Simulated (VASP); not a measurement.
# Ag (Pm-3m) in VASP: notebook

Ag is run at these levels: PBE; tasks: single point.

All numbers are computed with VASP 6.6.1; they aren't measurements. Logs are shortened: lines on timing, memory, paths and dates and some standing lists are left out, and cuts for length are marked.

**1. The cell of the first run**

The structure is cubic, space group Pm-3m (No. 221). Conventional cell: a = 2.108 Å, b = 2.108 Å, c = 2.108 Å, α = 90.00°, β = 90.00°, γ = 90.00°. Within 2.8 Å of Ag (site symmetry m-3m) lie 6 Ag at 2.11 Å.

**2. Single point, PBE (volume scaled by 0.45)**

The input, INCAR:

```
SYSTEM = Ag
PREC = Accurate ; ENCUT = 520
EDIFF = 1E-7 ; ISMEAR = -1
SIGMA = 0.08 ; LREAL = .FALSE.
LASPH = .TRUE. ; NELM = 80
ALGO = Normal ; ISIF = 2
LWAVE = .FALSE. ; LCHARG = .FALSE.
GGA = PE ; NBANDS = 12
```

The input, KPOINTS:

```
regular mesh
0
G
  16 16 16
  0 0 0
```

The input, POSCAR:

```
Ag
1.0
    2.1081796275      0.0000000000      0.0000000000
    0.0000000000      2.1081796275      0.0000000000
    0.0000000000      0.0000000000      2.1081796275
Ag
1
Direct
    0.0000000000      0.0000000000      0.0000000000
```

Potentials or basis: VASP PAW PBE potentials, release 64 (Ag).

Launch:

```sh
$ cat potpaw_PBE.64/Ag/POTCAR > POTCAR
$ mpirun -np 1 vasp_std > vasp.out
```

OUTCAR:

```text
SYSTEM = Ag
   PREC = Accurate
   ENCUT = 520
   EDIFF = 1E-7
   ISMEAR = -1
   LREAL = .FALSE.
   LASPH = .TRUE.
   NELM = 80
   ISIF = 2
   GGA = PE

 ion  position               nearest neighbor table
   1  0.000  0.000  0.000-

  LATTYP: Found a simple cubic cell.
 ALAT       =     2.1081796275

  Lattice vectors:

 A1 = (   2.1081796275,   0.0000000000,   0.0000000000)
 A2 = (   0.0000000000,   2.1081796275,   0.0000000000)
 A3 = (   0.0000000000,   0.0000000000,   2.1081796275)

Analysis of symmetry for initial positions (statically):
=====================================================================
 Subroutine PRICEL returns:
 Original cell was already a primitive cell.

 Routine SETGRP: Setting up the symmetry group for a
 simple cubic supercell.

 Subroutine GETGRP returns: Found 48 space group operations
 (whereof 48 operations were pure point group operations)
 out of a pool of 48 trial point group operations.

The static configuration has the point symmetry O_h .

Analysis of symmetry for dynamics (positions and initial velocities):
=====================================================================
 Subroutine PRICEL returns:
 Original cell was already a primitive cell.

 Routine SETGRP: Setting up the symmetry group for a
 simple cubic supercell.

 Subroutine GETGRP returns: Found 48 space group operations
 (whereof 48 operations were pure point group operations)
 out of a pool of 48 trial point group operations.

The dynamic configuration has the point symmetry O_h .

 Subroutine INISYM returns: Found 48 space group operations
 (whereof 48 operations are pure point group operations),
 and found     1 'primitive' translations

----------------------------------------------------------------------------------------

                                     Primitive cell

  volume of cell :       9.3696

  direct lattice vectors                    reciprocal lattice vectors
     2.108179628  0.000000000  0.000000000     0.474342882  0.000000000  0.000000000
     0.000000000  2.108179628  0.000000000     0.000000000  0.474342882  0.000000000
     0.000000000  0.000000000  2.108179628     0.000000000  0.000000000  0.474342882

  length of vectors
     2.108179628  2.108179628  2.108179628     0.474342882  0.474342882  0.474342882

  position of ions in fractional coordinates (direct lattice)
     0.000000000  0.000000000  0.000000000

  ion indices of the primitive-cell ions
   primitive index   ion index
                 1           1

----------------------------------------------------------------------------------------

 KPOINTS: regular mesh

Automatic generation of k-mesh.
 Grid dimensions read from file:
 generate k-points for:   16   16   16

 Generating k-lattice:

  Cartesian coordinates                     Fractional coordinates (reciprocal lattice)
     0.029646430  0.000000000  0.000000000     0.062500000  0.000000000  0.000000000
     0.000000000  0.029646430  0.000000000     0.000000000  0.062500000  0.000000000
     0.000000000  0.000000000  0.029646430     0.000000000  0.000000000  0.062500000

  Length of vectors
     0.029646430  0.029646430  0.029646430

  Shift w.r.t. Gamma in fractional coordinates (k-lattice)
     0.000000000  0.000000000  0.000000000

 Subroutine IBZKPT returns following result:
 ===========================================

 Found    165 irreducible k-points:

 Following reciprocal coordinates:
            Coordinates               Weight
  0.000000  0.000000  0.000000      1.000000
  0.062500  0.000000  0.000000      6.000000
  0.125000  0.000000  0.000000      6.000000
  0.187500  0.000000  0.000000      6.000000
  0.250000  0.000000  0.000000      6.000000
  0.312500  0.000000  0.000000      6.000000
[... 16 lines left out ...]
  0.437500  0.125000  0.000000     24.000000
  0.500000  0.125000  0.000000     12.000000
 [... further k-points ...]
   k-points           NKPTS =    165   k-points in BZ     NKDIM =    165   number of bands    NBANDS=     12
   number of dos      NEDOS =    301   number of ions     NIONS =      1
   total plane-waves  NPLWV =   4096
   dimension x,y,z NGX =    16 NGY =   16 NGZ =   16
   dimension x,y,z NGXF=    32 NGYF=   32 NGZF=   32
   ions per type =               1
   NGX,Y,Z   is equivalent  to a cutoff of  12.62, 12.62, 12.62 a.u.
   NGXF,Y,Z  is equivalent  to a cutoff of  25.23, 25.23, 25.23 a.u.
 SYSTEM =  Ag
   PREC   = accura    normal or accurate (medium, high low for compatibility)
   ISTART =      0    job   : 0-new  1-cont  2-samecut
   ICHARG =      2    charge: 1-file 2-atom 10-const
   ISPIN  =      1    spin polarized calculation?
   LNONCOLLINEAR =      F non collinear calculations
   LSORBIT =      F    spin-orbit coupling
   LASPH  =      T    aspherical Exc in radial PAW
   ENCUT  =  520.0 eV  38.22 Ry    6.18 a.u.   3.92  3.92  3.92*2*pi/ulx,y,z
   NELM   =     80;   NELMIN=  2; NELMDL= -5     # of ELM steps
   EDIFF  = 0.1E-06   stopping-criterion for ELM
   LREAL  =      F    real-space projection
   EDIFFG = 0.1E-05   stopping-criterion for IOM
   NSW    =      0    number of steps for IOM
   IBRION =     -1    ionic relax: 0-MD 1-quasi-New 2-CG
   NFREE  =      0    steps in history (QN), initial steepest desc. (CG)
   ISIF   =      2    stress and relaxation
   ISYM   =      2    0-nonsym 1-usesym 2-fastsym
   POTIM  = 0.5000    time-step for ionic-motion
   TEBEG  =    0.0;   TEEND  =   0.0 temperature during run
   PSTRESS=    0.0 pullay stress
   NELECT =      11.0000    total number of electrons
   NUPDOWN=      -1.0000    fix difference up-down
   EMIN   =  10.00;   EMAX   =-10.00  energy-range for DOS
   EFERMI =   0.00;   METHOD = LEGACY
   ISMEAR =    -1;   SIGMA  =   0.08  broadening in eV -4-tet -1-fermi 0-gaus
   EFERMI_NEDOS =   21; number of points for ismear=-14 and -15
   IALGO  =     38    algorithm
   IMIX   =      4    mixing-type and parameters
     AMIX     =   0.40;   BMIX     =  1.00
     AMIX_MAG =   1.60;   BMIX_MAG =  1.00
  volume/ion in A,a.u.               =       9.37        63.23
  Fermi-wavevector in a.u.,A,eV,Ry     =   1.727023  3.263600 40.580850  2.982608
  Thomas-Fermi vector in A             =   2.802225
   LORBIT       =      0    0 simple, 1 ext, 2 COOP (PROOUT), +10 PAW based schemes
   GGA     = PE    functional components
   LHFCALC =     F    Hartree Fock is set to
   AEXX    =    0.0000 exact exchange contribution
   IVDW    =     0    specifies the selected vdW correction
   LEPSILON=     F    determine dielectric tensor
   LRPA    =     F    only Hartree local field effects (RPA)
 non-spin polarized calculation
  energy-cutoff  :      520.00
  volume of cell :        9.37
 maximum number of plane-waves:       280
 NGX is ok and might be reduce to    16
   NGX =  7   NGY =  7   NGZ =  7

 number of electron      11.0000007 magnetization

 Free energy of the ion-electron system (eV)
  ---------------------------------------------------
  ext. energy  EPLUGINS =         0.00000000
  ---------------------------------------------------
  free energy    TOTEN  =         4.99995187 eV

  energy without entropy =        5.00367440  energy(sigma->0) =        5.00181314

 E-fermi :  20.6112     XC(G=0): -16.0331

 val. band max:       20.5983879712   @ k =   0.5000   0.1250   0.1250
 cond. band min:      20.6192295183   @ k =   0.5000   0.5000   0.3125
 fundamental gap:      0.0208415471
 Fermi energy:        20.6112143290

 k-point     1 :       0.0000    0.0000    0.0000
  band No.  band energies     occupation
      1       7.3291      2.00000
      2       7.3887      2.00000
      3       7.3887      2.00000
      4      17.6573      2.00000
      5      17.6573      2.00000
      6      17.6573      2.00000
      7      40.0378      0.00000
      8      40.0378      0.00000
      9      40.0378      0.00000
     10      50.5104      0.00000
     11      50.5104      0.00000
     12      51.0381      0.00000

 k-point     2 :       0.0625    0.0000    0.0000
  band No.  band energies     occupation
      1       7.4266      2.00000
      2       7.4316      2.00000
      3       7.6567      2.00000
      4      17.4717      2.00000
      5      17.4717      2.00000
      6      17.6716      2.00000
      7      39.0132      0.00000
      8      40.3582      0.00000
      9      40.3582      0.00000
     10      49.0582      0.00000
     11      50.7104      0.00000
     12      52.0101      0.00000

 k-point     3 :       0.1250    0.0000    0.0000
  band No.  band energies     occupation
      1       7.5361      2.00000
      2       7.6655      2.00000
      3       8.5030      2.00000
      4      16.9660      2.00000
      5      16.9660      2.00000
      6      17.7125      2.00000
      7      36.7943      0.00000
      8      41.2573      0.00000
      9      41.2573      0.00000
     10      46.6011      0.00000
     11      50.7166      0.00000
     12      54.1082      0.00000
[... 286 lines left out ...]
 k-point    23 :       0.4375    0.1250    0.0000
  band No.  band energies     occupation
      1       8.8984      2.00000
      2      10.6796      2.00000
      3      11.7663      2.00000
      4      13.9936      2.00000
      5      17.4218      2.00000
      6      18.2810      2.00000
      7      27.8355      0.00000
      8      38.9203      0.00000
      9      44.2123      0.00000
     10      47.5319      0.00000
     11      50.2883      0.00000
     12      54.7269      0.00000

 k-point    24 :       0.5000    0.1250    0.0000
  band No.  band energies     occupation
      1       8.9494      2.00000
      2      10.8883      2.00000
      3      11.5790      2.00000
      4      13.8733      2.00000
      5      17.4396      2.00000
      6      18.8315      2.00000
      7      27.3863      0.00000
      8      38.7193      0.00000
      9      44.6772      0.00000
     10      46.6120      0.00000
     11      51.0491      0.00000
     12      54.6189      0.00000

 [... further k-points ...]
[... 5 lines left out ...]
  --------------------------------------------------------------------------------------
  -------------------------------------------------------------------------------------
  Total       27.2949950     27.2949950     27.2949950     -0.0000000     -0.0000000     -0.0000000
  in kB     4667.3542516   4667.3542516   4667.3542516     -0.0000000     -0.0000000     -0.0000000
  external PRESSURE =    4667.3542516 kB  Pullay stress =       0.0000000 kB

 VOLUME and BASIS-vectors are now :
 -----------------------------------------------------------------------------
  energy-cutoff  :      520.00
  volume of cell :        9.37
      direct lattice vectors                 reciprocal lattice vectors
     2.108179628  0.000000000  0.000000000     0.474342882  0.000000000  0.000000000
     0.000000000  2.108179628  0.000000000     0.000000000  0.474342882  0.000000000
     0.000000000  0.000000000  2.108179628     0.000000000  0.000000000  0.474342882

 POSITION                                       TOTAL-FORCE (eV/Angst)
 -----------------------------------------------------------------------------------
      0.00000      0.00000      0.00000         0.000000      0.000000      0.000000
 -----------------------------------------------------------------------------------
    total drift:                               -0.000000      0.000000      0.000000

  FREE ENERGIE OF THE ION-ELECTRON SYSTEM (eV)
  ---------------------------------------------------
  free  energy   TOTEN  =         4.9999518719 eV

  energy  without entropy=        5.0036743999  energy(sigma->0) =        5.00181314
```

Wall time 6.9 s (1 thread of Intel Xeon 6975P-C, shared host); peak memory 0.13 GiB.

Results:

* Free energy: 5.0000 eV
* Pressure: 466.7 GPa

Levels at points of the mesh, in eV from the Fermi level:
```tsv
k point	band 3	band 4	band 5	band 6	band 7	band 8	band 9	band 10
(0.00, 0.00, 0.00)	-13.22	-2.95	-2.95	-2.95	19.43	19.43	19.43	29.90
(0.50, 0.00, 0.00)	-6.84	-6.84	-3.97	-2.57	6.83	17.44	24.72	28.59
(0.50, 0.50, 0.00)	-6.08	-6.08	-0.17	4.80	4.80	14.60	19.67	26.85
(0.50, 0.50, 0.50)	-12.28	0.09	0.09	7.24	15.61	15.61	15.61	23.99
```

**3. Single point, PBE (volume scaled by 0.45)**

The input, INCAR:

```
  ALGO = Normal
  EDIFF = 1E-6
  ENCUT = 520
  GGA = PE
  ISIF = 2
  ISMEAR = -1
  LASPH = True
  LCHARG = False
  LREAL = False
  LWAVE = False
  NBANDS = 12
  NELM = 60
  PREC = Accurate
  SIGMA = 0.08
```

The input, KPOINTS:

```
k-points
0
Gamma
  16 16 16
```

POSCAR is that of step 2.

Potentials or basis: VASP PAW PBE potentials, release 64 (Ag).

Launch:

```sh
$ cat potpaw_PBE.64/Ag/POTCAR > POTCAR
$ mpirun -np 1 vasp_std > vasp.out
```

It took 5.3 s on 1 thread of Intel Xeon 6975P-C, shared host; peak memory 0.13 GiB.

The run converged. Its results:

- Free energy: 5.0000 eV
- Pressure: 466.7 GPa

Levels at points of the mesh, in eV from the Fermi level:
| k point | band 4 | band 5 | band 6 | band 7 | band 8 | band 9 |
| --- | --- | --- | --- | --- | --- | --- |
| (0.00, 0.00, 0.00) | -2.95 | -2.95 | -2.95 | 19.43 | 19.43 | 19.43 |
| (0.50, 0.00, 0.00) | -6.84 | -3.97 | -2.57 | 6.83 | 17.44 | 24.72 |
| (0.50, 0.50, 0.00) | -6.08 | -0.17 | 4.80 | 4.80 | 14.60 | 19.67 |
| (0.50, 0.50, 0.50) | 0.09 | 0.09 | 7.24 | 15.61 | 15.61 | 15.61 |

(Part 1 of 2 ends here.)
